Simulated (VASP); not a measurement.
# NbAs in VASP: single point with PBEsol

Aim: the single point of NbAs with PBEsol.

All numbers are computed with VASP 6.6.1; they aren't measurements. Logs are shortened: lines on timing, memory, paths and dates and some standing lists are left out, and cuts for length are marked.

**1. The cell of the first run**

The cell holds a slab with vacuum, 8 atoms: a = 3.439 Å, b = 3.439 Å, c = 26.640 Å, α = 90.00°, β = 90.00°, γ = 90.00°.

**2. Single point, PBEsol**

Input file INCAR:

```
SYSTEM = NbAs
PREC = Accurate ; ENCUT = 520
EDIFF = 1E-6 ; ISMEAR = 0
SIGMA = 0.1 ; LREAL = .FALSE.
LASPH = .TRUE. ; NELM = 60
ALGO = Normal ; ISIF = 2
LWAVE = .FALSE. ; LCHARG = .TRUE.
LDIPOL = .TRUE. ; IDIPOL = 3
DIPOL = 0.5 0.5 0.500 ; GGA = PS
LELF = .TRUE. ; LVHAR = .TRUE.
LVACPOTAV = .TRUE. ; NBANDS = 46
```

Input file KPOINTS:

```
regular mesh
0
G
  8 8 1
  0 0 0
```

Input file POSCAR:

```
NbAs
1.0
    3.4393064276      0.0000000000      0.0000000000
    0.0000000000      3.4393064276      0.0000000000
    0.0000000000      0.0000000000     26.6395033808
As Nb
4 4
Direct
    0.0000000000      0.0000000000      0.3190750172
    0.5000000000      0.0000000000      0.4278709798
    0.5000000000      0.5000000000      0.5364255168
    0.0000000000      0.5000000000      0.6462591535
    0.5000000000      0.5000000000      0.3545370950
    0.0000000000      0.5000000000      0.4633330576
    0.0000000000      0.0000000000      0.5722864310
    0.5000000000      0.0000000000      0.6762412889
```

Potentials or basis: VASP PAW PBE potentials, release 64 (As, Nb_sv).

The run is started by

```console
$ cat potpaw_PBE.64/As/POTCAR potpaw_PBE.64/Nb_sv/POTCAR > POTCAR
$ mpirun -np 1 vasp_std > vasp.out
```

OUTCAR:

```text
SYSTEM = NbAs
   PREC = Accurate
   ENCUT = 520
   EDIFF = 1E-6
   ISMEAR = 0
   LREAL = .FALSE.
   LASPH = .TRUE.
   NELM = 60
   ISIF = 2
   GGA = PS

 ion  position               nearest neighbor table
   1  0.000  0.000  0.319-   5 2.61   5 2.61   5 2.61   5 2.61
   2  0.500  0.000  0.428-   5 2.60   5 2.60   6 2.61   6 2.61   6 2.61   6 2.61
   3  0.500  0.500  0.536-   6 2.60   6 2.60   7 2.61   7 2.61   7 2.61   7 2.61
   4  0.000  0.500  0.646-   8 2.56   8 2.56   8 2.56   8 2.56   7 2.62   7 2.62
   5  0.500  0.500  0.355-   2 2.60   2 2.60   1 2.61   1 2.61   1 2.61   1 2.61
   6  0.000  0.500  0.463-   3 2.60   3 2.60   2 2.61   2 2.61   2 2.61   2 2.61
   7  0.000  0.000  0.572-   3 2.61   3 2.61   3 2.61   3 2.61   4 2.62   4 2.62
   8  0.500  0.000  0.676-   4 2.56   4 2.56   4 2.56   4 2.56

  LATTYP: Found a simple tetragonal cell.
 ALAT       =     3.4393064276
 C/A-ratio  =     7.7456033481

  Lattice vectors:

 A1 = (   3.4393064276,   0.0000000000,   0.0000000000)
 A2 = (   0.0000000000,   3.4393064276,   0.0000000000)
 A3 = (   0.0000000000,   0.0000000000,  26.6395033808)

Analysis of symmetry for initial positions (statically):
=====================================================================
 Subroutine PRICEL returns:
 Original cell was already a primitive cell.

 Routine SETGRP: Setting up the symmetry group for a
 simple tetragonal supercell.

 Subroutine GETGRP returns: Found  4 space group operations
 (whereof  4 operations were pure point group operations)
 out of a pool of 16 trial point group operations.

The static configuration has the point symmetry C_2v.

Analysis of symmetry for dynamics (positions and initial velocities):
=====================================================================
 Subroutine PRICEL returns:
 Original cell was already a primitive cell.

 Routine SETGRP: Setting up the symmetry group for a
 simple tetragonal supercell.

 Subroutine GETGRP returns: Found  4 space group operations
 (whereof  4 operations were pure point group operations)
 out of a pool of 16 trial point group operations.

The dynamic configuration has the point symmetry C_2v.

 Subroutine INISYM returns: Found  4 space group operations
 (whereof  4 operations are pure point group operations),
 and found     1 'primitive' translations

----------------------------------------------------------------------------------------

                                     Primitive cell

  volume of cell :     315.1141

  direct lattice vectors                    reciprocal lattice vectors
     3.439306428  0.000000000  0.000000000     0.290756297  0.000000000  0.000000000
     0.000000000  3.439306428  0.000000000     0.000000000  0.290756297  0.000000000
     0.000000000  0.000000000 26.639503381     0.000000000  0.000000000  0.037538237

  length of vectors
     3.439306428  3.439306428 26.639503381     0.290756297  0.290756297  0.037538237

  position of ions in fractional coordinates (direct lattice)
     0.000000000  0.000000000  0.319075017
     0.500000000  0.000000000  0.427870980
     0.500000000  0.500000000  0.536425517
     0.000000000  0.500000000  0.646259153
     0.500000000  0.500000000  0.354537095
     0.000000000  0.500000000  0.463333058
     0.000000000  0.000000000  0.572286431
     0.500000000  0.000000000  0.676241289

  ion indices of the primitive-cell ions
   primitive index   ion index
                 1           1
                 2           2
                 3           3
                 4           4
                 5           5
                 6           6
                 7           7
                 8           8

----------------------------------------------------------------------------------------

 KPOINTS: regular mesh

Automatic generation of k-mesh.
 Grid dimensions read from file:
 generate k-points for:    8    8    1

 Generating k-lattice:

  Cartesian coordinates                     Fractional coordinates (reciprocal lattice)
     0.036344537  0.000000000  0.000000000     0.125000000  0.000000000  0.000000000
     0.000000000  0.036344537  0.000000000     0.000000000  0.125000000  0.000000000
     0.000000000  0.000000000  0.037538237     0.000000000  0.000000000  1.000000000

  Length of vectors
     0.036344537  0.036344537  0.037538237

  Shift w.r.t. Gamma in fractional coordinates (k-lattice)
     0.000000000  0.000000000  0.000000000

 Subroutine IBZKPT returns following result:
 ===========================================

 Found     25 irreducible k-points:

 Following reciprocal coordinates:
            Coordinates               Weight
  0.000000  0.000000  0.000000      1.000000
  0.125000  0.000000  0.000000      2.000000
  0.000000  0.125000  0.000000      2.000000
  0.250000  0.000000  0.000000      2.000000
  0.000000  0.250000  0.000000      2.000000
  0.375000  0.000000  0.000000      2.000000
[... 16 lines left out ...]
  0.500000  0.375000  0.000000      2.000000
 -0.375000  0.500000  0.000000      2.000000
   k-points           NKPTS =     25   k-points in BZ     NKDIM =     25   number of bands    NBANDS=     46
   number of dos      NEDOS =    301   number of ions     NIONS =      8
   total plane-waves  NPLWV = 156800
   dimension x,y,z NGX =    28 NGY =   28 NGZ =  200
   dimension x,y,z NGXF=    56 NGYF=   56 NGZF=  400
   ions per type =               4   4
   NGX,Y,Z   is equivalent  to a cutoff of  13.53, 13.53, 12.48 a.u.
   NGXF,Y,Z  is equivalent  to a cutoff of  27.07, 27.07, 24.96 a.u.
 SYSTEM =  NbAs
   PREC   = accura    normal or accurate (medium, high low for compatibility)
   ISTART =      0    job   : 0-new  1-cont  2-samecut
   ICHARG =      2    charge: 1-file 2-atom 10-const
   ISPIN  =      1    spin polarized calculation?
   LNONCOLLINEAR =      F non collinear calculations
   LSORBIT =      F    spin-orbit coupling
   LASPH  =      T    aspherical Exc in radial PAW
   ENCUT  =  520.0 eV  38.22 Ry    6.18 a.u.   6.39  6.39 49.53*2*pi/ulx,y,z
   NELM   =     60;   NELMIN=  2; NELMDL= -5     # of ELM steps
   EDIFF  = 0.1E-05   stopping-criterion for ELM
   LREAL  =      F    real-space projection
   EDIFFG = 0.1E-04   stopping-criterion for IOM
   NSW    =      0    number of steps for IOM
   IBRION =     -1    ionic relax: 0-MD 1-quasi-New 2-CG
   NFREE  =      0    steps in history (QN), initial steepest desc. (CG)
   ISIF   =      2    stress and relaxation
   ISYM   =      2    0-nonsym 1-usesym 2-fastsym
   POTIM  = 0.5000    time-step for ionic-motion
   TEBEG  =    0.0;   TEEND  =   0.0 temperature during run
   PSTRESS=    0.0 pullay stress
   NELECT =      72.0000    total number of electrons
   NUPDOWN=      -1.0000    fix difference up-down
   EMIN   =  10.00;   EMAX   =-10.00  energy-range for DOS
   EFERMI =   0.00;   METHOD = LEGACY
   ISMEAR =     0;   SIGMA  =   0.10  broadening in eV -4-tet -1-fermi 0-gaus
   EFERMI_NEDOS =   21; number of points for ismear=-14 and -15
   IALGO  =     38    algorithm
   IMIX   =      4    mixing-type and parameters
     AMIX     =   0.40;   BMIX     =  1.00
     AMIX_MAG =   1.60;   BMIX_MAG =  1.00
  volume/ion in A,a.u.               =      39.39       265.81
  Fermi-wavevector in a.u.,A,eV,Ry     =   1.000836  1.891306 13.628592  1.001673
  Thomas-Fermi vector in A             =   2.133219
   LORBIT       =      0    0 simple, 1 ext, 2 COOP (PROOUT), +10 PAW based schemes
   GGA     = PS    functional components
   LHFCALC =     F    Hartree Fock is set to
   AEXX    =    0.0000 exact exchange contribution
   IVDW    =     0    specifies the selected vdW correction
   LEPSILON=     F    determine dielectric tensor
   LRPA    =     F    only Hartree local field effects (RPA)
 non-spin polarized calculation
 Gauss-broadening in eV      SIGMA  =   0.10
  energy-cutoff  :      520.00
  volume of cell :      315.11
 maximum number of plane-waves:      8529
 NGX is ok and might be reduce to    28
   NGX = 13   NGY = 13   NGZ = 99

 dipolmoment           0.000000      0.000000      0.037845 electrons x Angstroem

 number of electron      71.9999998 magnetization

 dipolmoment           0.000000      0.000000     -0.068158 electrons x Angstroem

 Free energy of the ion-electron system (eV)
  ---------------------------------------------------
  ext. energy  EPLUGINS =         0.00000000
  ---------------------------------------------------
  free energy    TOTEN  =       -66.96653831 eV

  energy without entropy =      -66.93486186  energy(sigma->0) =      -66.95070008

 E-fermi :   1.6498     XC(G=0):  -5.9355

 val. band max:        1.6330179606   @ k =   0.0000   0.3750   0.0000
 cond. band min:       1.6521239987   @ k =   0.0000   0.1250   0.0000
 fundamental gap:      0.0191060381
 Fermi energy:         1.6497687961

 k-point     1 :       0.0000    0.0000    0.0000
  band No.  band energies     occupation
      1     -53.2866      2.00000
      2     -53.2757      2.00000
      3     -53.1738      2.00000
      4     -53.1466      2.00000
      5     -29.5262      2.00000
      6     -29.4523      2.00000
[... 38 lines left out ...]
     45       4.4985      0.00000
     46       4.5606      0.00000

 k-point     2 :       0.1250    0.0000    0.0000
  band No.  band energies     occupation
      1     -53.2848      2.00000
      2     -53.2737      2.00000
      3     -53.1719      2.00000
      4     -53.1450      2.00000
      5     -29.5223      2.00000
      6     -29.4487      2.00000
[... 38 lines left out ...]
     45       4.3191      0.00000
     46       4.8299      0.00000

 k-point     3 :       0.0000    0.1250    0.0000
  band No.  band energies     occupation
      1     -53.2847      2.00000
      2     -53.2738      2.00000
      3     -53.1717      2.00000
      4     -53.1450      2.00000
      5     -29.5211      2.00000
      6     -29.4489      2.00000
[... 1018 lines left out ...]
     45       4.8715      0.00000
     46       5.1363      0.00000

 k-point    24 :      -0.3750    0.5000    0.0000
  band No.  band energies     occupation
      1     -53.2631      2.00000
      2     -53.2512      2.00000
      3     -53.1484      2.00000
      4     -53.1265      2.00000
      5     -29.5578      2.00000
      6     -29.5355      2.00000
[... 38 lines left out ...]
     45       4.8665      0.00000
     46       5.4022      0.00000

 [... further k-points ...]

------------------------ aborting loop because EDIFF is reached ----------------------------------------

  FORCE on cell =-STRESS in cart. coord.  units (eV):
  Direction    XX          YY          ZZ          XY          YZ          ZX
  --------------------------------------------------------------------------------------
  -------------------------------------------------------------------------------------
  Total       -2.3302224     -1.1873322      0.4492349      0.0000000      0.0000000      0.0000000
  in kB      -11.8478646     -6.0369138      2.2841056      0.0000000      0.0000000      0.0000000
  external PRESSURE =      -5.2002243 kB  Pullay stress =       0.0000000 kB

 VOLUME and BASIS-vectors are now :
 -----------------------------------------------------------------------------
  energy-cutoff  :      520.00
  volume of cell :      315.11
      direct lattice vectors                 reciprocal lattice vectors
     3.439306428  0.000000000  0.000000000     0.290756297  0.000000000  0.000000000
     0.000000000  3.439306428  0.000000000     0.000000000  0.290756297  0.000000000
     0.000000000  0.000000000 26.639503381     0.000000000  0.000000000  0.037538237

 POSITION                                       TOTAL-FORCE (eV/Angst)
 -----------------------------------------------------------------------------------
      0.00000      0.00000      8.50000         0.000000      0.000000     -0.108984
      1.71965      0.00000     11.39827         0.000000      0.000000     -0.082166
      1.71965      1.71965     14.29011         0.000000      0.000000      0.013330
      0.00000      1.71965     17.21602         0.000000      0.000000      0.008690
      1.71965      1.71965      9.44469         0.000000      0.000000      0.011700
      0.00000      1.71965     12.34296         0.000000      0.000000      0.164965
      0.00000      0.00000     15.24543         0.000000      0.000000     -0.003945
      1.71965      0.00000     18.01473         0.000000      0.000000     -0.003591
 -----------------------------------------------------------------------------------
    total drift:                                0.000000      0.000000      0.000914

  FREE ENERGIE OF THE ION-ELECTRON SYSTEM (eV)
  ---------------------------------------------------
  free  energy   TOTEN  =       -66.9665383051 eV

  energy  without entropy=      -66.9348618608  energy(sigma->0) =      -66.95070008

 vacuum level on the upper side and lower side of the slab         5.681         6.724
```

Wall time 7.1 min (1 thread of Intel Xeon 6975P-C (Granite Rapids), shared host); peak memory 0.56 GiB.

What came out:

* Free energy: -66.9665 eV
* Largest force: 0.165 eV/Å
* Band gap on the k mesh: zero (bands 36 and 37 overlap by 0.90 eV)

Forces in eV/Å, atoms in the order of the input:
```
As   0.000  0.000 -0.109
As   0.000  0.000 -0.082
As   0.000  0.000  0.013
As   0.000  0.000  0.009
Nb   0.000  0.000  0.012
Nb   0.000  0.000  0.165
Nb   0.000  0.000 -0.004
Nb   0.000  0.000 -0.004
```

Levels at points of the mesh, in eV from the Fermi level:
| k point | band 34 | band 35 | band 36 | band 37 | band 38 | band 39 |
| --- | --- | --- | --- | --- | --- | --- |
| (0.00, 0.00, 0.00) | -0.90 | -0.20 | -0.18 | -0.04 | 0.81 | 0.99 |
| (0.50, 0.00, 0.00) | -0.86 | 0.12 | 0.19 | 0.37 | 0.56 | 1.09 |
| (0.00, 0.50, 0.00) | -0.38 | 0.08 | 0.11 | 0.16 | 0.22 | 0.48 |
| (0.50, 0.50, 0.00) | -0.48 | -0.39 | 0.67 | 0.69 | 1.60 | 2.28 |

Caveat: the PAW data sets were made with another functional, which shifts forces and pressure a little.
